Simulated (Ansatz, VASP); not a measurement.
Ge in VASP and in Ansatz

```xyz
2
Lattice="3.9580 0.0000 0.0000 -1.9790 3.4277 0.0000 0.0000 0.0000 28.0000" Properties=species:S:1:pos:R:3 pbc="T T T"
Ge    0.0000    2.2852   14.2855
Ge    1.9790    1.1426   13.7145
```

Alike in both runs: task single point; functional LDA; k mesh 12 × 12 × 1; occupations gaussian, width 0.1 eV; no spin polarisation.

|  | VASP | Ansatz |
| --- | --- | --- |
| version | VASP 6.6.1 | Ansatz 0.2.0 |
| potentials or method | VASP PAW LDA potentials, release 64 (Ge_d), cutoff 520 eV | scalar-relativistic, plane waves, PAW |
| valence electrons in the cell | 28 | 28 |

Ansatz gave:

- gap on the k mesh at the Fermi level (eV): none
- rms of the force components (eV/Å): 0.120

Problem. Estimate VASP's values.

Solution. gap on the k mesh at the Fermi level (eV): none; rms of the force components (eV/Å): 0.125.

Ansatz warns that its potentials were made for another functional, while VASP's fit it. LDA's correlation is that of Perdew and Zunger in VASP and of Perdew and Wang (1992) in Ansatz. Atom by atom the forces differ by 0.005 eV/Å (rms over components). A gap of «none» marks a metal or a gap that the smearing closes.
